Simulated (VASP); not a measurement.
Crystal: Ni.

```
CELL_PARAMETERS angstrom
0.00000 1.71213 1.71213
1.71213 0.00000 1.71213
1.71213 1.71213 0.00000
ATOMIC_POSITIONS crystal
Ni 0.00000 0.00000 0.00000
```

Base run:

```yaml
Program: VASP 6.6.1
Functional: LDA
Potentials_or_basis: VASP PAW LDA potentials, release 64 (Ni)
Cutoff: 520 eV
k_mesh: 24 × 24 × 24
Occupations: gaussian, width 0.15 eV
Spin: collinear spin, ferromagnetic start
Starting_moments: "[0.625] μB"
Fixed_moment: 0.625 μB
```

Its results: pressure 0.1 GPa; site moments Ni +0.62 μB.

Q: The run is repeated on the same cell with these changes: fixed moment from 0.625 μB to 0.875 μB; moments at the start from [0.62] to [0.88]. What comes out?

A: Pressure 2.4 GPa; site moments Ni +0.86 μB.

Caveats: the total moment is fixed, so each spin has its own Fermi level.
